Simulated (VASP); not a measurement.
# SnO2 (Pnnm) in VASP: a series of runs

SnO2 is run at these levels: PBEsol; tasks: single point.

All numbers are computed with VASP 6.6.1; they aren't measurements. Logs are shortened: lines on timing, memory, paths and dates and some standing lists are left out, and cuts for length are marked.

### Step 1. The cell of the first run

It takes space group Pnnm (No. 58, orthorhombic). The conventional cell has a = 4.848 Å, b = 4.848 Å, c = 3.265 Å, α = 90.00°, β = 90.00°, γ = 90.00°. Within 2.8 Å of Sn (site symmetry 2/m) lie 6 O at 2.14 Å. O (site symmetry m) has 3 Sn at 2.14 Å and 2 O at 2.73 to 2.78 Å within 2.8 Å.

### Step 2. Single point, PBEsol (atoms displaced along a vibrational mode, the cell strained)

Contents of INCAR:

```
PREC     = Accurate       # precision mode
ENCUT    = 520            # plane-wave cutoff, eV
EDIFF    = 1E-7           # SCF threshold, eV
ISMEAR   = 0              # smearing method
SIGMA    = 0.05           # smearing width, eV
LREAL    = False          # projectors in reciprocal space
LASPH    = True           # aspherical terms in the spheres
NELM     = 80             # most SCF steps
ALGO     = Normal         # electronic algorithm
ISIF     = 2              # what is computed and relaxed
LWAVE    = False          # write WAVECAR
LCHARG   = False          # write CHGCAR
GGA      = PS             # functional
NBANDS   = 35             # bands
```

Contents of KPOINTS:

```
Automatic mesh
0
Gamma
  6 6 8
```

Contents of POSCAR:

```
SnO2
1.0
    4.8483620387      0.0000000000      0.0000000000
    0.0000000000      4.8483620387      0.0000000000
    0.0000000000      0.0000000000      3.2649990520
Sn O
2 4
Direct
    0.0000000000      0.0000000000      0.0000000000
    0.5000000000      0.5000000000      0.5000000000
    0.2471788033      0.3654173315      0.0000000000
    0.2528211967      0.8654173315      0.5000000000
    0.7528211967      0.6345826685      0.0000000000
    0.7471788033      0.1345826685      0.5000000000
```

Potentials or basis: VASP PAW PBE potentials, release 64 (Sn_d, O).

Command:

```console
$ cat potpaw_PBE.64/Sn_d/POTCAR potpaw_PBE.64/O/POTCAR > POTCAR
$ mpirun -np 1 vasp_std > vasp.out
```

OUTCAR:

```text
PREC = Accurate
   ENCUT = 520
   EDIFF = 1E-7
   ISMEAR = 0
   LREAL = False
   LASPH = True
   NELM = 80
   ISIF = 2
   GGA = PS

 ion  position               nearest neighbor table
   1  0.000  0.000  0.000-   3 2.14   5 2.14   4 2.14   6 2.14   4 2.14   6 2.14
   2  0.500  0.500  0.500-   4 2.14   6 2.14   5 2.14   3 2.14   3 2.14   5 2.14
   3  0.247  0.365  0.000-   1 2.14   2 2.14   2 2.14
   4  0.253  0.865  0.500-   2 2.14   1 2.14   1 2.14
   5  0.753  0.635  0.000-   1 2.14   2 2.14   2 2.14
   6  0.747  0.135  0.500-   2 2.14   1 2.14   1 2.14

  LATTYP: Found a simple tetragonal cell.
 ALAT       =     4.8483620387
 C/A-ratio  =     0.6734231120

  Lattice vectors:

 A1 = (   4.8483620387,   0.0000000000,   0.0000000000)
 A2 = (   0.0000000000,   4.8483620387,   0.0000000000)
 A3 = (   0.0000000000,   0.0000000000,   3.2649990520)

Analysis of symmetry for initial positions (statically):
=====================================================================
 Subroutine PRICEL returns:
 Original cell was already a primitive cell.

 Routine SETGRP: Setting up the symmetry group for a
 simple tetragonal supercell.

 Subroutine GETGRP returns: Found  8 space group operations
 (whereof  4 operations were pure point group operations)
 out of a pool of 16 trial point group operations.

The static configuration has the point symmetry C_2h.
 The point group associated with its full space group is D_2h.

Analysis of symmetry for dynamics (positions and initial velocities):
=====================================================================
 Subroutine PRICEL returns:
 Original cell was already a primitive cell.

 Routine SETGRP: Setting up the symmetry group for a
 simple tetragonal supercell.

 Subroutine GETGRP returns: Found  8 space group operations
 (whereof  4 operations were pure point group operations)
 out of a pool of 16 trial point group operations.

The dynamic configuration has the point symmetry C_2h.
 The point group associated with its full space group is D_2h.

 Subroutine INISYM returns: Found  8 space group operations
 (whereof  4 operations are pure point group operations),
 and found     1 'primitive' translations

----------------------------------------------------------------------------------------

                                     Primitive cell

  volume of cell :      76.7491

  direct lattice vectors                    reciprocal lattice vectors
     4.848362039  0.000000000  0.000000000     0.206255224  0.000000000  0.000000000
     0.000000000  4.848362039  0.000000000     0.000000000  0.206255224  0.000000000
     0.000000000  0.000000000  3.264999052     0.000000000  0.000000000  0.306278803

  length of vectors
     4.848362039  4.848362039  3.264999052     0.206255224  0.206255224  0.306278803

  position of ions in fractional coordinates (direct lattice)
     0.000000000  0.000000000  0.000000000
     0.500000000  0.500000000  0.500000000
     0.247178803  0.365417331  0.000000000
     0.252821197  0.865417331  0.500000000
     0.752821197  0.634582669  0.000000000
     0.747178803  0.134582669  0.500000000

  ion indices of the primitive-cell ions
   primitive index   ion index
                 1           1
                 2           2
                 3           3
                 4           4
                 5           5
                 6           6

----------------------------------------------------------------------------------------

 KPOINTS: Automatic mesh

Automatic generation of k-mesh.
 Grid dimensions read from file:
 generate k-points for:    6    6    8

 Generating k-lattice:

  Cartesian coordinates                     Fractional coordinates (reciprocal lattice)
     0.034375871  0.000000000  0.000000000     0.166666667  0.000000000  0.000000000
     0.000000000  0.034375871  0.000000000     0.000000000  0.166666667  0.000000000
     0.000000000  0.000000000  0.038284850     0.000000000  0.000000000  0.125000000

  Length of vectors
     0.034375871  0.034375871  0.038284850

  Shift w.r.t. Gamma in fractional coordinates (k-lattice)
     0.000000000  0.000000000  0.000000000

 Subroutine IBZKPT returns following result:
 ===========================================

 Found     80 irreducible k-points:

 Following reciprocal coordinates:
            Coordinates               Weight
  0.000000  0.000000  0.000000      1.000000
  0.166667  0.000000  0.000000      2.000000
  0.000000  0.166667  0.000000      2.000000
  0.333333  0.000000  0.000000      2.000000
  0.000000  0.333333  0.000000      2.000000
  0.500000  0.000000  0.000000      1.000000
[... 16 lines left out ...]
  0.000000  0.500000  0.125000      2.000000
  0.166667  0.166667  0.125000      8.000000
 [... further k-points ...]
   k-points           NKPTS =     80   k-points in BZ     NKDIM =     80   number of bands    NBANDS=     35
   number of dos      NEDOS =    301   number of ions     NIONS =      6
   total plane-waves  NPLWV =  31104
   dimension x,y,z NGX =    36 NGY =   36 NGZ =   24
   dimension x,y,z NGXF=    72 NGYF=   72 NGZF=   48
   ions per type =               2   4
   NGX,Y,Z   is equivalent  to a cutoff of  12.34, 12.34, 12.22 a.u.
   NGXF,Y,Z  is equivalent  to a cutoff of  24.69, 24.69, 24.44 a.u.
 SYSTEM =  unknown system
   PREC   = accura    normal or accurate (medium, high low for compatibility)
   ISTART =      0    job   : 0-new  1-cont  2-samecut
   ICHARG =      2    charge: 1-file 2-atom 10-const
   ISPIN  =      1    spin polarized calculation?
   LNONCOLLINEAR =      F non collinear calculations
   LSORBIT =      F    spin-orbit coupling
   LASPH  =      T    aspherical Exc in radial PAW
   ENCUT  =  520.0 eV  38.22 Ry    6.18 a.u.   9.01  9.01  6.07*2*pi/ulx,y,z
   NELM   =     80;   NELMIN=  2; NELMDL= -5     # of ELM steps
   EDIFF  = 0.1E-06   stopping-criterion for ELM
   LREAL  =      F    real-space projection
   EDIFFG = 0.1E-05   stopping-criterion for IOM
   NSW    =      0    number of steps for IOM
   IBRION =     -1    ionic relax: 0-MD 1-quasi-New 2-CG
   NFREE  =      0    steps in history (QN), initial steepest desc. (CG)
   ISIF   =      2    stress and relaxation
   ISYM   =      2    0-nonsym 1-usesym 2-fastsym
   POTIM  = 0.5000    time-step for ionic-motion
   TEBEG  =    0.0;   TEEND  =   0.0 temperature during run
   PSTRESS=    0.0 pullay stress
   NELECT =      52.0000    total number of electrons
   NUPDOWN=      -1.0000    fix difference up-down
   EMIN   =  10.00;   EMAX   =-10.00  energy-range for DOS
   EFERMI =   0.00;   METHOD = LEGACY
   ISMEAR =     0;   SIGMA  =   0.05  broadening in eV -4-tet -1-fermi 0-gaus
   EFERMI_NEDOS =   21; number of points for ismear=-14 and -15
   IALGO  =     38    algorithm
   IMIX   =      4    mixing-type and parameters
     AMIX     =   0.40;   BMIX     =  1.00
     AMIX_MAG =   1.60;   BMIX_MAG =  1.00
  volume/ion in A,a.u.               =      12.79        86.32
  Fermi-wavevector in a.u.,A,eV,Ry     =   1.437865  2.717172 28.129459  2.067457
  Thomas-Fermi vector in A             =   2.556896
   LORBIT       =      0    0 simple, 1 ext, 2 COOP (PROOUT), +10 PAW based schemes
   GGA     = PS    functional components
   LHFCALC =     F    Hartree Fock is set to
   AEXX    =    0.0000 exact exchange contribution
   IVDW    =     0    specifies the selected vdW correction
   LEPSILON=     F    determine dielectric tensor
   LRPA    =     F    only Hartree local field effects (RPA)
 non-spin polarized calculation
 Gauss-broadening in eV      SIGMA  =   0.05
  energy-cutoff  :      520.00
  volume of cell :       76.75
 maximum number of plane-waves:      2090
   NGX = 19   NGY = 19   NGZ = 13

 number of electron      52.0000004 magnetization

 Free energy of the ion-electron system (eV)
  ---------------------------------------------------
  ext. energy  EPLUGINS =         0.00000000
  ---------------------------------------------------
  free energy    TOTEN  =       -39.07192943 eV

  energy without entropy =      -39.07192943  energy(sigma->0) =      -39.07192943

 E-fermi :   5.2568     XC(G=0): -11.2350

 val. band max:        5.0488359064   @ k =   0.3333   0.0000   0.0000
 cond. band min:       5.8332765437   @ k =   0.0000   0.0000   0.0000
 fundamental gap:      0.7844406373
 Fermi energy:         5.2568466039

 k-point     1 :       0.0000    0.0000    0.0000
  band No.  band energies     occupation
      1     -15.5870      2.00000
      2     -15.0442      2.00000
      3     -14.9208      2.00000
      4     -14.8761      2.00000
      5     -14.8651      2.00000
      6     -14.8201      2.00000
[... 27 lines left out ...]
     34      16.4124      0.00000
     35      16.5058      0.00000

 k-point     2 :       0.1667    0.0000    0.0000
  band No.  band energies     occupation
      1     -15.5532      2.00000
      2     -15.0744      2.00000
      3     -14.9185      2.00000
      4     -14.8741      2.00000
      5     -14.8644      2.00000
      6     -14.8425      2.00000
[... 27 lines left out ...]
     34      16.2945      0.00000
     35      17.2727      0.00000

 k-point     3 :       0.0000    0.1667    0.0000
  band No.  band energies     occupation
      1     -15.5543      2.00000
      2     -15.0753      2.00000
      3     -14.9194      2.00000
      4     -14.8739      2.00000
      5     -14.8643      2.00000
      6     -14.8440      2.00000
[... 27 lines left out ...]
     34      16.4112      0.00000
     35      16.8611      0.00000

 k-point     4 :       0.3333    0.0000    0.0000
  band No.  band energies     occupation
      1     -15.4577      2.00000
      2     -15.1738      2.00000
      3     -14.9116      2.00000
      4     -14.8781      2.00000
      5     -14.8695      2.00000
      6     -14.8636      2.00000
[... 27 lines left out ...]
     34      16.9379      0.00000
     35      17.2316      0.00000

 k-point     5 :       0.0000    0.3333    0.0000
  band No.  band energies     occupation
      1     -15.4611      2.00000
      2     -15.1772      2.00000
      3     -14.9146      2.00000
      4     -14.8822      2.00000
      5     -14.8690      2.00000
      6     -14.8634      2.00000
[... 638 lines left out ...]
 k-point    22 :       0.5000    0.0000    0.1250
  band No.  band energies     occupation
      1     -15.3004      2.00000
      2     -15.3004      2.00000
      3     -14.9528      2.00000
      4     -14.9528      2.00000
      5     -14.8615      2.00000
      6     -14.8615      2.00000
[... 27 lines left out ...]
     34      16.2793      0.00000
     35      17.9546      0.00000

 k-point    23 :       0.0000    0.5000    0.1250
  band No.  band energies     occupation
      1     -15.3010      2.00000
      2     -15.3010      2.00000
      3     -14.9585      2.00000
      4     -14.9585      2.00000
      5     -14.8582      2.00000
      6     -14.8582      2.00000
[... 27 lines left out ...]
     34      16.3494      0.00000
     35      17.0031      0.00000

 k-point    24 :       0.1667    0.1667    0.1250
  band No.  band energies     occupation
      1     -15.4793      2.00000
      2     -15.0892      2.00000
      3     -14.9630      2.00000
      4     -14.9487      2.00000
      5     -14.8928      2.00000
      6     -14.8333      2.00000
[... 27 lines left out ...]
     34      16.1917      0.00000
     35      17.2727      0.00000

 [... further k-points ...]

------------------------ aborting loop because EDIFF is reached ----------------------------------------

  FORCE on cell =-STRESS in cart. coord.  units (eV):
  Direction    XX          YY          ZZ          XY          YZ          ZX
  --------------------------------------------------------------------------------------
  -------------------------------------------------------------------------------------
  Total       -6.4769095     -4.9971248     -6.9335506      0.0000000      0.0000000      0.0000000
  in kB     -135.2088967   -104.3176123   -144.7415195      0.0000000      0.0000000      0.0000000
  external PRESSURE =    -128.0893429 kB  Pullay stress =       0.0000000 kB

 VOLUME and BASIS-vectors are now :
 -----------------------------------------------------------------------------
  energy-cutoff  :      520.00
  volume of cell :       76.75
      direct lattice vectors                 reciprocal lattice vectors
     4.848362039  0.000000000  0.000000000     0.206255224  0.000000000  0.000000000
     0.000000000  4.848362039  0.000000000     0.000000000  0.206255224  0.000000000
     0.000000000  0.000000000  3.264999052     0.000000000  0.000000000  0.306278803

 POSITION                                       TOTAL-FORCE (eV/Angst)
 -----------------------------------------------------------------------------------
      0.00000      0.00000      0.00000         0.000000      0.000000      0.000000
      2.42418      2.42418      1.63250         0.000000      0.000000      0.000000
      1.19841      1.77168      0.00000         0.926197     -0.254835      0.000000
      1.22577      4.19586      1.63250        -0.926197     -0.254835     -0.000000
      3.64995      3.07669      0.00000        -0.926197      0.254835     -0.000000
      3.62259      0.65251      1.63250         0.926197      0.254835      0.000000
 -----------------------------------------------------------------------------------
    total drift:                                0.000000      0.000000     -0.000000

  FREE ENERGIE OF THE ION-ELECTRON SYSTEM (eV)
  ---------------------------------------------------
  free  energy   TOTEN  =       -39.0719294322 eV

  energy  without entropy=      -39.0719294322  energy(sigma->0) =      -39.07192943
```

Run time: 74 s. Hardware: 1 thread of Intel Xeon 6975P-C (Granite Rapids), shared host; peak memory 0.29 GiB.

Results:

- Free energy: -39.0719 eV
- Pressure: -12.8 GPa
- Largest force: 0.961 eV/Å
- Band gap on the k mesh: 0.78 eV (least direct gap 0.84 eV)

Forces in eV/Å, atoms in the order of the input:
```
Sn   0.000  0.000  0.000
Sn   0.000  0.000  0.000
O    0.926 -0.255  0.000
O   -0.926 -0.255  0.000
O   -0.926  0.255  0.000
O    0.926  0.255  0.000
```

Stress tensor (GPa, compression positive):
```
-13.52   0.00   0.00
  0.00 -10.43   0.00
  0.00   0.00 -14.47
```

Caveat: the cell differs from its parent crystal (atoms displaced along a vibrational mode, the cell strained); the cell stands under tension; semilocal functionals underestimate gaps, and a narrow one can read as zero; the PAW data sets were made with another functional, which shifts forces and pressure a little; spin-orbit coupling is left out, which moves the levels of the heavy elements.

### Step 3. Single point, PBEsol (atoms displaced along a vibrational mode, the cell strained)

Contents of INCAR:

```
SYSTEM = SnO2
PREC = Accurate
ENCUT = 520
EDIFF = 1E-7
ISMEAR = 0
SIGMA = 0.05
LREAL = .FALSE.
LASPH = .TRUE.
NELM = 100
ALGO = Normal
ISIF = 2
LWAVE = .FALSE.
LCHARG = .TRUE.
GGA = PS
LELF = .TRUE.
LVHAR = .TRUE.
NBANDS = 35
```

Contents of KPOINTS:

```
regular mesh
0
G
  6 6 8
  0 0 0
```

Contents of POSCAR:

```
SnO2
1.0
    4.8879424508      0.0000000000      0.0000000000
    0.0000000000      4.8879424508      0.0000000000
    0.0000000000      0.0000000000      3.2916534163
Sn O
2 4
Direct
    0.0000000000      0.0000000000      0.0000000000
    0.5000000000      0.5000000000      0.5000000000
    0.2767458494      0.3358502854      0.0000000000
    0.2232541506      0.8358502854      0.5000000000
    0.7232541506      0.6641497146      0.0000000000
    0.7767458494      0.1641497146      0.5000000000
```

Potentials or basis: VASP PAW PBE potentials, release 64 (Sn_d, O).

Command:

```console
$ cat potpaw_PBE.64/Sn_d/POTCAR potpaw_PBE.64/O/POTCAR > POTCAR
$ mpirun -np 1 vasp_std > vasp.out
```

It took 73 s on 1 thread of Intel Xeon 6975P-C (Granite Rapids), shared host; peak memory 0.29 GiB.

The run converged. Its results:

- Free energy: -39.3564 eV
- Pressure: -13.0 GPa
- Largest force: 0.411 eV/Å
- Band gap on the k mesh: 0.60 eV (least direct gap 0.80 eV)

Forces in eV/Å, atoms in the order of the input:
```
Sn   0.000  0.000  0.000
Sn   0.000  0.000  0.000
O    0.411 -0.009  0.000
O   -0.411 -0.009  0.000
O   -0.411  0.009  0.000
O    0.411  0.009  0.000
```

Stress tensor (GPa, compression positive):
```
-13.05   0.00   0.00
  0.00 -10.76   0.00
  0.00   0.00 -15.13
```

Levels at points of the mesh, in eV from the valence-band top:
| k point | band 23 | band 24 | band 25 | band 26 | band 27 | band 28 | band 29 | band 30 |
| --- | --- | --- | --- | --- | --- | --- | --- | --- |
| (0.00, 0.00, 0.00) | -0.95 | -0.49 | -0.34 | -0.20 | 0.60 | 5.28 | 5.83 | 5.98 |
| (0.50, 0.00, 0.00) | -0.99 | -0.99 | -0.15 | -0.15 | 3.34 | 3.34 | 6.19 | 6.19 |
| (0.00, 0.50, 0.00) | -0.99 | -0.99 | -0.48 | -0.48 | 3.68 | 3.68 | 7.00 | 7.00 |
| (0.50, 0.50, 0.00) | -1.13 | -1.13 | -0.52 | -0.52 | 3.95 | 3.95 | 6.82 | 6.82 |
| (0.00, 0.00, 0.50) | -1.26 | -1.26 | -0.76 | -0.76 | 5.10 | 5.10 | 8.95 | 8.95 |
| (0.50, 0.00, 0.50) | -0.72 | -0.72 | -0.60 | -0.60 | 5.42 | 5.42 | 7.44 | 7.44 |
| (0.00, 0.50, 0.50) | -0.90 | -0.90 | -0.43 | -0.43 | 5.25 | 5.25 | 7.02 | 7.02 |
| (0.50, 0.50, 0.50) | -0.69 | -0.69 | -0.43 | -0.43 | 3.98 | 3.98 | 8.43 | 8.43 |

Caveat: the cell differs from its parent crystal (atoms displaced along a vibrational mode, the cell strained); the cell stands under tension; semilocal functionals underestimate gaps, and a narrow one can read as zero; the PAW data sets were made with another functional, which shifts forces and pressure a little; spin-orbit coupling is left out, which moves the levels of the heavy elements. A k mesh can miss the band edges.
